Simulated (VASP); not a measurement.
# Ti2B3 (P-6m2) in VASP: further runs

Ti2B3 is run at these levels: PBE; tasks: single point, relaxation of cell and atoms.

All numbers are computed with VASP 6.6.1; they aren't measurements. Logs are shortened: lines on timing, memory, paths and dates and some standing lists are left out, and cuts for length are marked.

### Step 1. The cell of the first run

Symmetry: P-6m2, No. 187, hexagonal system. The conventional cell has a = 3.528 Å, b = 3.528 Å, c = 4.376 Å, α = 90.00°, β = 90.00°, γ = 120.00°. Ti (site symmetry -6m2) has 8 B at 2.19 to 2.30 Å and 6 Ti at 2.99 Å within 3.0 Å. Ti (site symmetry -6m2) has 9 B at 2.04 to 2.33 Å within 2.7 Å. Within 2.8 Å of B (site symmetry 3m) lie 5 B at 2.12 to 2.33 Å and 6 Ti at 2.30 to 2.33 Å. Within 2.7 Å of B (site symmetry -6m2) lie 5 Ti at 2.04 to 2.19 Å and 6 B at 2.33 Å.

The cell was built from a structure type or drawn by symmetry, and may not be a known phase.

### Step 2. Single point, PBE

INCAR reads:

```
ALGO     = Normal         # electronic algorithm
EDIFF    = 1E-7           # SCF threshold, eV
ENCUT    = 520            # plane-wave cutoff, eV
GGA      = PE             # functional
ISIF     = 2              # what is computed and relaxed
ISMEAR   = 0              # smearing method
LASPH    = True           # aspherical terms in the spheres
LCHARG   = False          # write CHGCAR
LREAL    = False          # projectors in reciprocal space
LWAVE    = False          # write WAVECAR
NBANDS   = 24             # bands
NELM     = 60             # most SCF steps
PREC     = Accurate       # precision mode
SIGMA    = 0.1            # smearing width, eV
```

KPOINTS reads:

```
k-points
0
Gamma
  6 6 4
```

POSCAR reads:

```
Ti2B3
1.0
    3.5279088200      0.0000000000      0.0000000000
   -1.7639544100      3.0552586600      0.0000000000
    0.0000000000      0.0000000000      4.3758211500
Ti B
2 3
Direct
    0.0000000000      0.0000000000      0.0000000000
    0.3333333300      0.6666666700      0.5000000000
    0.6666666700      0.3333333300      0.2422697800
    0.6666666700      0.3333333300      0.7577302200
    0.0000000000      0.0000000000      0.5000000000
```

Potentials or basis: VASP PAW PBE potentials, release 64 (Ti_sv, B).

Command:

```bash
cat potpaw_PBE.64/Ti_sv/POTCAR potpaw_PBE.64/B/POTCAR > POTCAR
mpirun -np 1 vasp_std > vasp.out
```

OUTCAR:

```text
EDIFF = 1E-7
   ENCUT = 520
   GGA = PE
   ISIF = 2
   ISMEAR = 0
   LASPH = True
   LREAL = False
   NELM = 60
   PREC = Accurate

 ion  position               nearest neighbor table
   1  0.000  0.000  0.000-   5 2.19   5 2.19   3 2.30   4 2.30   3 2.30   4 2.30   3 2.30   4 2.30

   2  0.333  0.667  0.500-   5 2.04   5 2.04   5 2.04   3 2.33   4 2.33   3 2.33   4 2.33   3 2.33
                             4 2.33
   3  0.667  0.333  0.242-   4 2.12   1 2.30   1 2.30   1 2.30   2 2.33   2 2.33   2 2.33
   4  0.667  0.333  0.758-   3 2.12   1 2.30   1 2.30   1 2.30   2 2.33   2 2.33   2 2.33
   5  0.000  0.000  0.500-   2 2.04   2 2.04   2 2.04   1 2.19   1 2.19

  LATTYP: Found a hexagonal cell.
 ALAT       =     3.5279088200
 C/A-ratio  =     1.2403441736

  Lattice vectors:

 A1 = (   3.5279088200,   0.0000000000,   0.0000000000)
 A2 = (  -1.7639544100,   3.0552586600,   0.0000000000)
 A3 = (   0.0000000000,   0.0000000000,   4.3758211500)

Analysis of symmetry for initial positions (statically):
=====================================================================
 Subroutine PRICEL returns:
 Original cell was already a primitive cell.

 Routine SETGRP: Setting up the symmetry group for a
 hexagonal supercell.

 Subroutine GETGRP returns: Found 12 space group operations
 (whereof 12 operations were pure point group operations)
 out of a pool of 24 trial point group operations.

The static configuration has the point symmetry D_3h.

Analysis of symmetry for dynamics (positions and initial velocities):
=====================================================================
 Subroutine PRICEL returns:
 Original cell was already a primitive cell.

 Routine SETGRP: Setting up the symmetry group for a
 hexagonal supercell.

 Subroutine GETGRP returns: Found 12 space group operations
 (whereof 12 operations were pure point group operations)
 out of a pool of 24 trial point group operations.

The dynamic configuration has the point symmetry D_3h.

 Subroutine INISYM returns: Found 12 space group operations
 (whereof 12 operations are pure point group operations),
 and found     1 'primitive' translations

----------------------------------------------------------------------------------------

                                     Primitive cell

  volume of cell :      47.1655

  direct lattice vectors                    reciprocal lattice vectors
     3.527908820  0.000000000  0.000000000     0.283454038  0.163652265  0.000000000
    -1.763954410  3.055258660  0.000000000     0.000000000  0.327304530  0.000000000
     0.000000000  0.000000000  4.375821150     0.000000000  0.000000000  0.228528536

  length of vectors
     3.527908820  3.527908820  4.375821150     0.327304530  0.327304530  0.228528536

  position of ions in fractional coordinates (direct lattice)
     0.000000000  0.000000000  0.000000000
     0.333333330  0.666666670  0.500000000
     0.666666670  0.333333330  0.242269780
     0.666666670  0.333333330  0.757730220
     0.000000000  0.000000000  0.500000000

  ion indices of the primitive-cell ions
   primitive index   ion index
                 1           1
                 2           2
                 3           3
                 4           4
                 5           5

----------------------------------------------------------------------------------------

 KPOINTS: k-points

Automatic generation of k-mesh.
 Grid dimensions read from file:
 generate k-points for:    6    6    4

 Generating k-lattice:

  Cartesian coordinates                     Fractional coordinates (reciprocal lattice)
     0.047242340  0.027275378  0.000000000     0.166666667  0.000000000  0.000000000
     0.000000000  0.054550755  0.000000000     0.000000000  0.166666667  0.000000000
     0.000000000  0.000000000  0.057132134     0.000000000  0.000000000  0.250000000

  Length of vectors
     0.054550755  0.054550755  0.057132134

  Shift w.r.t. Gamma in fractional coordinates (k-lattice)
     0.000000000  0.000000000  0.000000000

 Subroutine IBZKPT returns following result:
 ===========================================

 Found     21 irreducible k-points:

 Following reciprocal coordinates:
            Coordinates               Weight
  0.000000  0.000000  0.000000      1.000000
  0.166667 -0.000000  0.000000      6.000000
  0.333333 -0.000000  0.000000      6.000000
  0.500000 -0.000000  0.000000      3.000000
  0.166667  0.166667  0.000000      6.000000
  0.333333  0.166667  0.000000     12.000000
[... 13 lines left out ...]
  0.333333  0.166667  0.500000     12.000000
  0.333333  0.333333  0.500000      2.000000
   k-points           NKPTS =     21   k-points in BZ     NKDIM =     21   number of bands    NBANDS=     24
   number of dos      NEDOS =    301   number of ions     NIONS =      5
   total plane-waves  NPLWV =  28224
   dimension x,y,z NGX =    28 NGY =   28 NGZ =   36
   dimension x,y,z NGXF=    56 NGYF=   56 NGZF=   72
   ions per type =               2   3
   NGX,Y,Z   is equivalent  to a cutoff of  13.19, 13.19, 13.68 a.u.
   NGXF,Y,Z  is equivalent  to a cutoff of  26.39, 26.39, 27.35 a.u.
 SYSTEM =  unknown system
   PREC   = accura    normal or accurate (medium, high low for compatibility)
   ISTART =      0    job   : 0-new  1-cont  2-samecut
   ICHARG =      2    charge: 1-file 2-atom 10-const
   ISPIN  =      1    spin polarized calculation?
   LNONCOLLINEAR =      F non collinear calculations
   LSORBIT =      F    spin-orbit coupling
   LASPH  =      T    aspherical Exc in radial PAW
   ENCUT  =  520.0 eV  38.22 Ry    6.18 a.u.   6.56  6.56  8.14*2*pi/ulx,y,z
   NELM   =     60;   NELMIN=  2; NELMDL= -5     # of ELM steps
   EDIFF  = 0.1E-06   stopping-criterion for ELM
   LREAL  =      F    real-space projection
   EDIFFG = 0.1E-05   stopping-criterion for IOM
   NSW    =      0    number of steps for IOM
   IBRION =     -1    ionic relax: 0-MD 1-quasi-New 2-CG
   NFREE  =      0    steps in history (QN), initial steepest desc. (CG)
   ISIF   =      2    stress and relaxation
   ISYM   =      2    0-nonsym 1-usesym 2-fastsym
   POTIM  = 0.5000    time-step for ionic-motion
   TEBEG  =    0.0;   TEEND  =   0.0 temperature during run
   PSTRESS=    0.0 pullay stress
   NELECT =      33.0000    total number of electrons
   NUPDOWN=      -1.0000    fix difference up-down
   EMIN   =  10.00;   EMAX   =-10.00  energy-range for DOS
   EFERMI =   0.00;   METHOD = LEGACY
   ISMEAR =     0;   SIGMA  =   0.10  broadening in eV -4-tet -1-fermi 0-gaus
   EFERMI_NEDOS =   21; number of points for ismear=-14 and -15
   IALGO  =     38    algorithm
   IMIX   =      4    mixing-type and parameters
     AMIX     =   0.40;   BMIX     =  1.00
     AMIX_MAG =   1.60;   BMIX_MAG =  1.00
  volume/ion in A,a.u.               =       9.43        63.66
  Fermi-wavevector in a.u.,A,eV,Ry     =   1.453353  2.746439 28.738710  2.112236
  Thomas-Fermi vector in A             =   2.570629
   LORBIT       =      0    0 simple, 1 ext, 2 COOP (PROOUT), +10 PAW based schemes
   GGA     = PE    functional components
   LHFCALC =     F    Hartree Fock is set to
   AEXX    =    0.0000 exact exchange contribution
   IVDW    =     0    specifies the selected vdW correction
   LEPSILON=     F    determine dielectric tensor
   LRPA    =     F    only Hartree local field effects (RPA)
 non-spin polarized calculation
 Gauss-broadening in eV      SIGMA  =   0.10
  energy-cutoff  :      520.00
  volume of cell :       47.17
 maximum number of plane-waves:      1288
 NGX is ok and might be reduce to    28
   NGX = 13   NGY = 13   NGZ = 17

 number of electron      33.0000003 magnetization

 Free energy of the ion-electron system (eV)
  ---------------------------------------------------
  ext. energy  EPLUGINS =         0.00000000
  ---------------------------------------------------
  free energy    TOTEN  =       -35.40058377 eV

  energy without entropy =      -35.38286003  energy(sigma->0) =      -35.39172190

 E-fermi :   9.7102     XC(G=0): -12.5601

 val. band max:        9.6570037122   @ k =   0.0000   0.0000   0.0000
 cond. band min:       9.7232026474   @ k =   0.3333   0.3333   0.5000
 fundamental gap:      0.0661989352
 Fermi energy:         9.7102006260

 k-point     1 :       0.0000    0.0000    0.0000
  band No.  band energies     occupation
      1     -46.7760      2.00000
      2     -46.6733      2.00000
      3     -23.3075      2.00000
      4     -23.1565      2.00000
      5     -23.1565      2.00000
      6     -22.9735      2.00000
[... 16 lines left out ...]
     23      14.3199      0.00000
     24      15.5672      0.00000

 k-point     2 :       0.1667   -0.0000    0.0000
  band No.  band energies     occupation
      1     -46.7678      2.00000
      2     -46.6770      2.00000
      3     -23.2763      2.00000
      4     -23.1912      2.00000
      5     -23.1767      2.00000
      6     -23.0020      2.00000
[... 16 lines left out ...]
     23      14.0306      0.00000
     24      14.4294      0.00000

 k-point     3 :       0.3333   -0.0000    0.0000
  band No.  band energies     occupation
      1     -46.7479      2.00000
      2     -46.6877      2.00000
      3     -23.2615      2.00000
      4     -23.2135      2.00000
      5     -23.1985      2.00000
      6     -23.0566      2.00000
[... 16 lines left out ...]
     23      13.3789      0.00000
     24      14.4482      0.00000
[... 433 lines left out ...]
 k-point    20 :       0.3333    0.1667    0.5000
  band No.  band energies     occupation
      1     -46.7217      2.00000
      2     -46.7093      2.00000
      3     -23.3910      2.00000
      4     -23.2180      2.00000
      5     -23.1976      2.00000
      6     -23.0545      2.00000
[... 16 lines left out ...]
     23      13.7722      0.00000
     24      14.5425      0.00000

 k-point    21 :       0.3333    0.3333    0.5000
  band No.  band energies     occupation
      1     -46.7206      2.00000
      2     -46.7080      2.00000
      3     -23.3903      2.00000
      4     -23.2366      2.00000
      5     -23.2172      2.00000
      6     -23.0844      2.00000
[... 16 lines left out ...]
     23      14.0338      0.00000
     24      14.0752      0.00000

------------------------ aborting loop because EDIFF is reached ----------------------------------------

  FORCE on cell =-STRESS in cart. coord.  units (eV):
  Direction    XX          YY          ZZ          XY          YZ          ZX
  --------------------------------------------------------------------------------------
  -------------------------------------------------------------------------------------
  Total        4.9312799      4.9312799      4.0764673      0.0000000      0.0000000      0.0000000
  in kB      167.5117742    167.5117741    138.4744481      0.0000000      0.0000000      0.0000000
  external PRESSURE =     157.8326655 kB  Pullay stress =       0.0000000 kB

 VOLUME and BASIS-vectors are now :
 -----------------------------------------------------------------------------
  energy-cutoff  :      520.00
  volume of cell :       47.17
      direct lattice vectors                 reciprocal lattice vectors
     3.527908820  0.000000000  0.000000000     0.283454038  0.163652265  0.000000000
    -1.763954410  3.055258660  0.000000000     0.000000000  0.327304530  0.000000000
     0.000000000  0.000000000  4.375821150     0.000000000  0.000000000  0.228528536

 POSITION                                       TOTAL-FORCE (eV/Angst)
 -----------------------------------------------------------------------------------
      0.00000      0.00000      0.00000         0.000000      0.000000      0.000000
     -0.00000      2.03684      2.18791        -0.000000      0.000000      0.000000
      1.76395      1.01842      1.06013         0.000000     -0.000000     -1.328550
      1.76395      1.01842      3.31569         0.000000     -0.000000      1.328550
      0.00000      0.00000      2.18791         0.000000      0.000000      0.000000
 -----------------------------------------------------------------------------------
    total drift:                                0.000033     -0.000019      0.000000

  FREE ENERGIE OF THE ION-ELECTRON SYSTEM (eV)
  ---------------------------------------------------
  free  energy   TOTEN  =       -35.4005837691 eV

  energy  without entropy=      -35.3828600274  energy(sigma->0) =      -35.39172190
```

It took 54 s on 1 thread of Intel Xeon 8259CL, shared host; peak memory 0.18 GiB.

Results:

- Free energy: -35.4006 eV
- Pressure: 15.8 GPa
- Largest force: 1.329 eV/Å
- Band gap on the k mesh: zero (an odd number of electrons rules out a gap without spin polarisation)

Forces on the atoms (eV/Å):
```
Ti   0.000  0.000  0.000
Ti   0.000  0.000  0.000
B    0.000  0.000 -1.329
B    0.000  0.000  1.329
B    0.000  0.000  0.000
```

Caveat: the cell stands under pressure; forces of over 1 eV/Å act on the atoms, so gaps and moduli don't describe the material at rest.

(Continued in part 2 of 2.)
